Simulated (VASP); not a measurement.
# Ti in VASP: single point with PBE

Aim: the single point of Ti with PBE.

All numbers are computed with VASP 6.6.1; they aren't measurements. Logs are shortened: lines on timing, memory, paths and dates and some standing lists are left out, and cuts for length are marked.

## (1) The cell of the first run

The typed cell holds 4 atoms: a = 2.900 Å, b = 5.051 Å, c = 5.051 Å, α = 109.79°, β = 90.00°, γ = 90.00°.

This isn't the form of Ti at room conditions, which is hcp.

## (2) Single point, PBE

The input, INCAR:

```
  ALGO = All
  EDIFF = 1E-6
  ENCUT = 550
  GGA = PE
  GGA_COMPAT = F
  ISEARCH = 1
  ISIF = 2
  ISMEAR = 0
  KPAR = 4
  LASPH = T
  LCHARG = F
  LREAL = F
  LWAVE = F
  NBANDS = 32
  NELM = 300
  PREC = Accurate
  SIGMA = 0.2
```

The input, KPOINTS:

```
k-points
0
Gamma
  8 6 6
```

The input, POSCAR:

```
Ti
1.0
    2.0503937841      2.0503278539     -0.0000471472
    2.0544063819     -2.0539544176      4.1325824459
    2.0541829807     -2.0545054270     -4.1323924541
Ti
4
Direct
    0.0000154546      0.0000058569      0.0000202797
    0.5000751893      0.4999873858     -0.0000250748
    0.4999390941      1.0000074558      0.5000206535
   -0.0000297379      0.4999993016      0.4999841417
```

Potentials or basis: VASP PAW PBE potentials, release 64 (Ti_sv).

Run with:

```
$ cat potpaw_PBE.64/Ti_sv/POTCAR > POTCAR
$ mpirun -np 4 vasp_std > vasp.out
```

OUTCAR:

```text
EDIFF = 1E-6
   ENCUT = 550
   GGA = PE
   ISIF = 2
   ISMEAR = 0
   LASPH = T
   LREAL = F
   NELM = 300
   PREC = Accurate

 ion  position               nearest neighbor table
   1  0.000  0.000  0.000-   4 2.91   4 2.91   2 2.91   3 2.91   3 2.91   2 2.91   2 2.91   3 2.91
                             3 2.91   2 2.91
   2  0.500  0.500  1.000-   3 2.90   3 2.91   1 2.91   4 2.91   4 2.91   1 2.91   1 2.91   4 2.91
                             1 2.91   4 2.91
   3  0.500  0.000  0.500-   2 2.90   2 2.91   1 2.91   4 2.91   1 2.91   4 2.91   4 2.91   1 2.91
                             1 2.91   4 2.91
   4  1.000  0.500  0.500-   1 2.91   1 2.91   2 2.91   2 2.91   3 2.91   3 2.91   3 2.91   2 2.91
                             3 2.91   2 2.91

  LATTYP: Found a base centered monoclinic cell.
 ALAT       =     8.2649749214
 B/A-ratio  =     0.7030065154
 C/A-ratio  =     2.0305209956
 COS(beta)  =    -0.9849602464

  Lattice vectors:

 A1 = (  -2.0541829807,   2.0545054270,   4.1323924541)
 A2 = (   2.0544063819,  -2.0539544176,   4.1325824459)
 A3 = (   2.0499469817,   2.0492258351, -16.5299969472)

Analysis of symmetry for initial positions (statically):
=====================================================================
 Subroutine PRICEL returns:
 Original cell was already a primitive cell.

 Routine SETGRP: Setting up the symmetry group for a
 base centered monoclinic supercell.

 Subroutine GETGRP returns: Found  1 space group operations
 (whereof  1 operations were pure point group operations)
 out of a pool of  4 trial point group operations.

The static configuration has the point symmetry C_1 .

Analysis of symmetry for dynamics (positions and initial velocities):
=====================================================================
 Subroutine PRICEL returns:
 Original cell was already a primitive cell.

 Routine SETGRP: Setting up the symmetry group for a
 base centered monoclinic supercell.

 Subroutine GETGRP returns: Found  1 space group operations
 (whereof  1 operations were pure point group operations)
 out of a pool of  4 trial point group operations.

The dynamic configuration has the point symmetry C_1 .

 Subroutine INISYM returns: Found  1 space group operations
 (whereof  1 operations are pure point group operations),
 and found     1 'primitive' translations

----------------------------------------------------------------------------------------

                                     Primitive cell

  volume of cell :      69.6238

  direct lattice vectors                    reciprocal lattice vectors
     2.050393784  2.050327854 -0.000047147     0.243855674  0.243863360 -0.000022849
     2.054406382 -2.053954418  4.132582446     0.121694825 -0.121695956  0.120997327
     2.054182981 -2.054505427 -4.132392454     0.121697638 -0.121704333 -0.120987679

  length of vectors
     2.899648079  5.051490078  5.051467872     0.344869437  0.210380344  0.210381269

  position of ions in fractional coordinates (direct lattice)
     0.000015455  0.000005857  0.000020280
     0.500075189  0.499987386  0.999974925
     0.499939094  0.000007456  0.500020654
     0.999970262  0.499999302  0.499984142

  ion indices of the primitive-cell ions
   primitive index   ion index
                 1           1
                 2           2
                 3           3
                 4           4

----------------------------------------------------------------------------------------

 KPOINTS: k-points

Automatic generation of k-mesh.
 Grid dimensions read from file:
 generate k-points for:    8    6    6

 Generating k-lattice:

  Cartesian coordinates                     Fractional coordinates (reciprocal lattice)
     0.030481959  0.030482920 -0.000002856     0.125000000  0.000000000 -0.000000000
     0.020282471 -0.020282659  0.020166221     0.000000000  0.166666667 -0.000000000
     0.020282940 -0.020284056 -0.020164613     0.000000000  0.000000000  0.166666667

  Length of vectors
     0.043108680  0.035063391  0.035063545

  Shift w.r.t. Gamma in fractional coordinates (k-lattice)
     0.000000000  0.000000000  0.000000000

 Subroutine IBZKPT returns following result:
 ===========================================

 Found    148 irreducible k-points:

 Following reciprocal coordinates:
            Coordinates               Weight
  0.000000  0.000000  0.000000      1.000000
  0.125000 -0.000000  0.000000      2.000000
  0.250000 -0.000000  0.000000      2.000000
  0.375000  0.000000  0.000000      2.000000
  0.500000 -0.000000  0.000000      1.000000
  0.000000  0.166667 -0.000000      2.000000
[... 16 lines left out ...]
  0.125000  0.500000 -0.000000      2.000000
  0.250000  0.500000 -0.000000      2.000000
 [... further k-points ...]
   k-points           NKPTS =    148   k-points in BZ     NKDIM =    148   number of bands    NBANDS=     32
   number of dos      NEDOS =    301   number of ions     NIONS =      4
   total plane-waves  NPLWV =  38400
   dimension x,y,z NGX =    24 NGY =   40 NGZ =   40
   dimension x,y,z NGXF=    48 NGYF=   80 NGZF=   80
   ions per type =               4
   NGX,Y,Z   is equivalent  to a cutoff of  13.76, 13.16, 13.16 a.u.
   NGXF,Y,Z  is equivalent  to a cutoff of  27.52, 26.33, 26.33 a.u.
 SYSTEM =  unknown system
   PREC   = accura    normal or accurate (medium, high low for compatibility)
   ISTART =      0    job   : 0-new  1-cont  2-samecut
   ICHARG =      2    charge: 1-file 2-atom 10-const
   ISPIN  =      1    spin polarized calculation?
   LNONCOLLINEAR =      F non collinear calculations
   LSORBIT =      F    spin-orbit coupling
   LASPH  =      T    aspherical Exc in radial PAW
   ENCUT  =  550.0 eV  40.42 Ry    6.36 a.u.   5.54  9.66  9.66*2*pi/ulx,y,z
   NELM   =    300;   NELMIN=  2; NELMDL= -5     # of ELM steps
   EDIFF  = 0.1E-05   stopping-criterion for ELM
   LREAL  =      F    real-space projection
   EDIFFG = 0.1E-04   stopping-criterion for IOM
   NSW    =      0    number of steps for IOM
   IBRION =     -1    ionic relax: 0-MD 1-quasi-New 2-CG
   NFREE  =      0    steps in history (QN), initial steepest desc. (CG)
   ISIF   =      2    stress and relaxation
   ISYM   =      2    0-nonsym 1-usesym 2-fastsym
   POTIM  = 0.5000    time-step for ionic-motion
   TEBEG  =    0.0;   TEEND  =   0.0 temperature during run
   PSTRESS=    0.0 pullay stress
   NELECT =      48.0000    total number of electrons
   NUPDOWN=      -1.0000    fix difference up-down
   EMIN   =  10.00;   EMAX   =-10.00  energy-range for DOS
   EFERMI =   0.00;   METHOD = LEGACY
   ISMEAR =     0;   SIGMA  =   0.20  broadening in eV -4-tet -1-fermi 0-gaus
   EFERMI_NEDOS =   21; number of points for ismear=-14 and -15
   IALGO  =     58    algorithm
   IMIX   =      4    mixing-type and parameters
     AMIX     =   0.40;   BMIX     =  1.00
     AMIX_MAG =   1.60;   BMIX_MAG =  1.00
  volume/ion in A,a.u.               =      17.41       117.46
  Fermi-wavevector in a.u.,A,eV,Ry     =   1.446225  2.732970 28.457511  2.091568
  Thomas-Fermi vector in A             =   2.564318
   LORBIT       =      0    0 simple, 1 ext, 2 COOP (PROOUT), +10 PAW based schemes
   GGA     = PE    functional components
   LHFCALC =     F    Hartree Fock is set to
   AEXX    =    0.0000 exact exchange contribution
   IVDW    =     0    specifies the selected vdW correction
   LEPSILON=     F    determine dielectric tensor
   LRPA    =     F    only Hartree local field effects (RPA)
 non-spin polarized calculation
 Gauss-broadening in eV      SIGMA  =   0.20
  energy-cutoff  :      550.00
  volume of cell :       69.62
 maximum number of plane-waves:      2056
 NGX is ok and might be reduce to    24
   NGX = 11   NGY = 19   NGZ = 19

 number of electron      48.0000009 magnetization

 Free energy of the ion-electron system (eV)
  ---------------------------------------------------
  ext. energy  EPLUGINS =         0.00000000
  ---------------------------------------------------
  free energy    TOTEN  =       -31.17847843 eV

  energy without entropy =      -31.03985943  energy(sigma->0) =      -31.10916893

 E-fermi :   8.2004     XC(G=0): -11.4883

 val. band max:        8.1991054716   @ k =   0.5000  -0.0000   0.0000
 cond. band min:       8.2146663852   @ k =   0.1250  -0.0000   0.0000
 fundamental gap:      0.0155609136
 Fermi energy:         8.2004401708

 k-point     1 :       0.0000    0.0000    0.0000
  band No.  band energies     occupation
      1     -48.5143      2.00000
      2     -48.3941      2.00000
      3     -48.3936      2.00000
      4     -48.3563      2.00000
      5     -25.0382      2.00000
      6     -25.0380      2.00000
[... 24 lines left out ...]
     31      10.6923      0.00000
     32      10.9448      0.00000

 k-point     2 :       0.1250   -0.0000    0.0000
  band No.  band energies     occupation
      1     -48.5022      2.00000
      2     -48.3881      2.00000
      3     -48.3876      2.00000
      4     -48.3562      2.00000
      5     -25.0131      2.00000
      6     -25.0129      2.00000
[... 24 lines left out ...]
     31       9.9156      0.00000
     32      10.5749      0.00000

 k-point     3 :       0.2500   -0.0000    0.0000
  band No.  band energies     occupation
      1     -48.4705      2.00000
      2     -48.3736      2.00000
      3     -48.3731      2.00000
      4     -48.3584      2.00000
      5     -24.9452      2.00000
      6     -24.9450      2.00000
[... 24 lines left out ...]
     31       9.7664      0.00000
     32      10.2234      0.00000

 k-point     4 :       0.3750    0.0000    0.0000
  band No.  band energies     occupation
      1     -48.4300      2.00000
      2     -48.3691      2.00000
      3     -48.3591      2.00000
      4     -48.3586      2.00000
      5     -24.8576      2.00000
      6     -24.8573      2.00000
[... 24 lines left out ...]
     31      10.1981      0.00000
     32      10.2877      0.00000

 k-point     5 :       0.5000   -0.0000    0.0000
  band No.  band energies     occupation
      1     -48.3936      2.00000
      2     -48.3931      2.00000
      3     -48.3531      2.00000
      4     -48.3526      2.00000
      5     -24.8578      2.00000
      6     -24.8574      2.00000
[... 584 lines left out ...]
     31       9.7054      0.00000
     32      10.2120      0.00000

 k-point    22 :       0.0000    0.5000    0.0000
  band No.  band energies     occupation
      1     -48.4545      2.00000
      2     -48.4544      2.00000
      3     -48.3752      2.00000
      4     -48.3751      2.00000
      5     -24.9206      2.00000
      6     -24.9206      2.00000
[... 24 lines left out ...]
     31      10.1901      0.00000
     32      10.1947      0.00000

 k-point    23 :       0.1250    0.5000   -0.0000
  band No.  band energies     occupation
      1     -48.4454      2.00000
      2     -48.4454      2.00000
      3     -48.3721      2.00000
      4     -48.3720      2.00000
      5     -24.8980      2.00000
      6     -24.8979      2.00000
[... 24 lines left out ...]
     31      10.2968      0.00000
     32      10.3265      0.00000

 k-point    24 :       0.2500    0.5000   -0.0000
  band No.  band energies     occupation
      1     -48.4222      2.00000
      2     -48.4221      2.00000
      3     -48.3659      2.00000
      4     -48.3659      2.00000
      5     -24.8462      2.00000
      6     -24.8461      2.00000
[... 24 lines left out ...]
     31      10.2511      0.00000
     32      10.2803      0.00000

 [... further k-points ...]

------------------------ aborting loop because EDIFF is reached ----------------------------------------

  FORCE on cell =-STRESS in cart. coord.  units (eV):
  Direction    XX          YY          ZZ          XY          YZ          ZX
  --------------------------------------------------------------------------------------
  -------------------------------------------------------------------------------------
  Total       -0.1066210     -0.1061086     -0.1040958      0.0003589     -0.0007952     -0.0009579
  in kB       -2.4535536     -2.4417624     -2.3954440      0.0082581     -0.0182995     -0.0220431
  external PRESSURE =      -2.4302534 kB  Pullay stress =       0.0000000 kB

 VOLUME and BASIS-vectors are now :
 -----------------------------------------------------------------------------
  energy-cutoff  :      550.00
  volume of cell :       69.62
      direct lattice vectors                 reciprocal lattice vectors
     2.050393784  2.050327854 -0.000047147     0.243855674  0.243863360 -0.000022849
     2.054406382 -2.053954418  4.132582446     0.121694825 -0.121695956  0.120997327
     2.054182981 -2.054505427 -4.132392454     0.121697638 -0.121704333 -0.120987679

 POSITION                                       TOTAL-FORCE (eV/Angst)
 -----------------------------------------------------------------------------------
      0.00009     -0.00002     -0.00006        -0.000152      0.000158      0.000032
      4.10666     -2.05609     -2.06607        -0.000044     -0.000541     -0.000032
      2.05222     -0.00227     -2.06627         0.000007      0.000284      0.000019
      4.10459     -0.00393      0.00011         0.000189      0.000099     -0.000019
 -----------------------------------------------------------------------------------
    total drift:                               -0.000006      0.000006     -0.000009

  FREE ENERGIE OF THE ION-ELECTRON SYSTEM (eV)
  ---------------------------------------------------
  free  energy   TOTEN  =       -31.1784784314 eV

  energy  without entropy=      -31.0398642406  energy(sigma->0) =      -31.10917134
```

Wall time 2.3 min (4 MPI ranks of Intel Xeon Platinum 8259CL at 2.50GHz (Skylake/Cascade Lake), shared host); peak memory 0.67 GiB.

Results:

```
Free energy            : -31.1785 eV
Pressure               : -0.2 GPa
Band gap on the k mesh : zero (bands 24 and 25 overlap by 1.19 eV)
```

Levels at points of the mesh, in eV from the Fermi level:
```
           k point  band 20  band 21  band 22  band 23  band 24  band 25  band 26  band 27  band 28  band 29
(0.00, 0.00, 0.00)    -2.57    -1.69     0.62     0.62     0.72     0.72     0.80     0.80     0.84     0.88
(0.50, 0.00, 0.00)    -1.53    -0.38    -0.38    -0.37    -0.37    -0.36    -0.36     0.00     0.00     1.69
(0.00, 0.50, 0.00)    -1.85    -0.99    -0.99     0.07     0.07     0.36     0.37     1.09     1.09     1.16
(0.50, 0.50, 0.00)    -1.84    -1.00    -1.00    -1.00    -1.00     0.42     0.42     0.42     0.42     1.95
(0.00, 0.00, 0.50)    -1.85    -0.99    -0.99     0.07     0.07     0.36     0.36     1.09     1.09     1.16
(0.50, 0.00, 0.50)    -1.84    -1.00    -1.00    -1.00    -1.00     0.42     0.42     0.42     0.42     1.95
(0.00, 0.50, 0.50)    -2.12    -0.58    -0.58    -0.35    -0.35    -0.01    -0.01     1.14     1.14     1.71
(0.50, 0.50, 0.50)    -2.56    -1.71    -1.71     0.63     0.63     0.74     0.74     0.78     0.78     2.87
```
